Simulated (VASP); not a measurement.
# NiO (Fm-3m) in VASP: notebook, part 2 of 2

VASP 6.6.1. The steps go on from the part before.

## 4. Single point, PBE+U, collinear spin, ferromagnetic start

This run uses another cell than the first one, of 9.71 Å³/atom.

Input file INCAR:

```
SYSTEM = NiO
PREC = Accurate
ENCUT = 700
EDIFF = 1E-6
ISMEAR = 0
SIGMA = 0.1
LREAL = .False.
LASPH = .True.
NELM = 200
ALGO = Normal
ISIF = 2
LWAVE = .False.
LCHARG = .True.
ISPIN = 2
MAGMOM = 1.89 0.22
LORBIT = 11
LMAXMIX = 4
LDAU = .True.
LDAUTYPE = 2
LDAUL = 2 -1
LDAUU = 6.2 0
LDAUJ = 0 0
LDAUPRINT = 1
GGA = PE
LELF = .True.
LVHAR = .True.
NBANDS = 23
GGA_COMPAT = .False.
```

Input file KPOINTS:

```
Automatic mesh
0
Gamma
  8 8 8
  0 0 0
```

Input file POSCAR:

```
NiO
1.0
    0.0000000000      2.1335499686      2.1335499686
    2.1335499686      0.0000000000      2.1335499686
    2.1335499686      2.1335499686      0.0000000000
Ni O
1 1
Direct
    0.0000000000      0.0000000000      0.0000000000
    0.5000000000      0.5000000000      0.5000000000
```

Potentials or basis: VASP PAW PBE potentials, release 64 (Ni_sv_GW, O).

The run is started by

```console
$ cat potpaw_PBE.64/Ni_sv_GW/POTCAR potpaw_PBE.64/O/POTCAR > POTCAR
$ mpirun -np 1 vasp_std > vasp.out
```

OUTCAR:

```text
SYSTEM = NiO
   PREC = Accurate
   ENCUT = 700
   EDIFF = 1E-6
   ISMEAR = 0
   LREAL = .False.
   LASPH = .True.
   NELM = 200
   ISIF = 2
   ISPIN = 2
   LORBIT = 11
   GGA = PE

 ion  position               nearest neighbor table
   1  0.000  0.000  0.000-   2 2.13   2 2.13   2 2.13   2 2.13   2 2.13   2 2.13
   2  0.500  0.500  0.500-   1 2.13   1 2.13   1 2.13   1 2.13   1 2.13   1 2.13

  LATTYP: Found a face centered cubic cell.
 ALAT       =     4.2670999372
[... 1504 lines left out ...]
  external PRESSURE =     -22.2150632 kB  Pullay stress =       0.0000000 kB

 VOLUME and BASIS-vectors are now :
 -----------------------------------------------------------------------------
  energy-cutoff  :      700.00
  volume of cell :       19.42
      direct lattice vectors                 reciprocal lattice vectors
     0.000000000  2.133549969  2.133549969    -0.234351202  0.234351202  0.234351202
     2.133549969  0.000000000  2.133549969     0.234351202 -0.234351202  0.234351202
     2.133549969  2.133549969  0.000000000     0.234351202  0.234351202 -0.234351202

 POSITION                                       TOTAL-FORCE (eV/Angst)
 -----------------------------------------------------------------------------------
      0.00000      0.00000      0.00000        -0.000000      0.000000     -0.000000
      2.13355      2.13355      2.13355         0.000000     -0.000000      0.000000
 -----------------------------------------------------------------------------------
    total drift:                               -0.000000      0.000000      0.000000

  FREE ENERGIE OF THE ION-ELECTRON SYSTEM (eV)
  ---------------------------------------------------
  free  energy   TOTEN  =       -10.2588054721 eV

  energy  without entropy=      -10.2588054721  energy(sigma->0) =      -10.25880547

 total charge

# of ion       s       p       d       f       tot
--------------------------------------------------
    1        2.155   6.203   7.699   0.008  16.065
    2        1.544   3.466   0.000   0.000   5.010
--------------------------------------------------
tot          3.699   9.668   7.699   0.008  21.075

 magnetization (x)

# of ion       s       p       d       f       tot
--------------------------------------------------
    1        0.010   0.012   1.775   0.001   1.797
    2        0.020   0.143   0.000   0.000   0.164
--------------------------------------------------
tot          0.030   0.155   1.775   0.001   1.961
```

OSZICAR:

```text
N       E                     dE             d eps       ncg     rms          rms(c)
DAV:   1     0.267190078389E+03    0.26719E+03   -0.14824E+04  4019   0.405E+03
DAV:   2     0.145477784444E+01   -0.26574E+03   -0.25251E+03  4346   0.912E+02
DAV:   3    -0.116806674022E+02   -0.13135E+02   -0.13069E+02  4097   0.211E+02
DAV:   4    -0.118865066792E+02   -0.20584E+00   -0.20582E+00  3682   0.141E+01
DAV:   5    -0.118933449457E+02   -0.68383E-02   -0.68382E-02  3538   0.243E+00    0.151E+01
DAV:   6    -0.104925513974E+02    0.14008E+01   -0.34003E+01  4620   0.312E+02    0.108E+01
DAV:   7    -0.982341539746E+01    0.66914E+00   -0.81506E+00  3974   0.188E+02    0.358E+00
DAV:   8    -0.101612896772E+02   -0.33787E+00   -0.42943E-01  4488   0.250E+01    0.182E+00
DAV:   9    -0.102356486431E+02   -0.74359E-01   -0.23332E-01  4849   0.332E+01    0.807E-01
DAV:  10    -0.102561498897E+02   -0.20501E-01   -0.64083E-02  4658   0.851E+00    0.254E-01
DAV:  11    -0.102585177120E+02   -0.23678E-02   -0.13929E-03  4337   0.140E+00    0.981E-02
DAV:  12    -0.102586665224E+02   -0.14881E-03   -0.47711E-04  4123   0.706E-01    0.573E-02
DAV:  13    -0.102587991402E+02   -0.13262E-03   -0.74384E-05  4481   0.491E-01    0.153E-02
DAV:  14    -0.102588050278E+02   -0.58876E-05   -0.12534E-05  3952   0.172E-01    0.439E-03
DAV:  15    -0.102588054721E+02   -0.44432E-06   -0.77924E-07  1919   0.703E-02
   1 F= -.10258805E+02 E0= -.10258805E+02  d E =-.613449E-24  mag=     2.0000
```

stdout:

```text
POSCAR found type information on POSCAR NiO
 POSCAR found :  2 types and       2 ions
 scaLAPACK will be used
 LDA part: xc-table for (Slater+PW92), standard interpolation
 POSCAR, INCAR and KPOINTS ok, starting setup
 FFT: planning ... GRIDC
 FFT: planning ... GRID_SOFT
 FFT: planning ... GRID
 WAVECAR not read
 entering main loop
```

Run time: 96 s. Hardware: 1 thread of Intel Xeon Platinum 8259CL at 2.50GHz (Skylake/Cascade Lake), shared host; peak memory 0.2 GiB.

Results:

- Free energy: -10.2588 eV
- Pressure: -2.2 GPa
- Band gap on the k mesh: 2.00 eV (least direct gap 3.17 eV)
- Net moment: 2.00 μB per cell
- Site moments: Ni +1.80; O +0.16 μB
- Valence electrons inside the program's atomic spheres: Ni 16.07; O 5.01

Eigenvalues of the final occupation matrices:
| site | spin | trace | eigenvalues |
| --- | --- | --- | --- |
| site 1 d | 1 | 4.75 | 0.94 0.94 0.94 0.97 0.97 |
| site 1 d | 2 | 2.97 | 0.09 0.09 0.93 0.93 0.93 |

Caveat: a cell with one magnetic atom can't hold antiferromagnetic order, which such compounds often take. A k mesh can miss the band edges.

## 5. The runs side by side

```csv
cell,k mesh,smearing,gap on the mesh (eV),pressure (GPa),moment (μB)
"a = 2.958 Å, angles 60.0°, 2 atoms",8 × 8 × 8,gaussian 0.1 eV,2.31,9.7,2.00
"a = 3.018 Å, angles 60.0°, 2 atoms",12 × 12 × 12,gaussian 0.02 eV,2.00,-2.2,2.00
"a = 3.017 Å, angles 60.0°, 2 atoms",8 × 8 × 8,gaussian 0.1 eV,2.00,-2.2,2.00
```

Alike in all rows: task single point; level PBE+U; potentials or basis VASP PAW PBE potentials, release 64 (Ni_sv_GW, O); spin collinear, ferromagnetic start; Ni d U = 6.2 eV; cutoff (eV) 700.

Caveats: a cell with one magnetic atom can't hold antiferromagnetic order, which such compounds often take; the cell stands under pressure (at least some runs).

Total energies depend on the potentials used, so only differences within one code and one set of settings carry meaning.
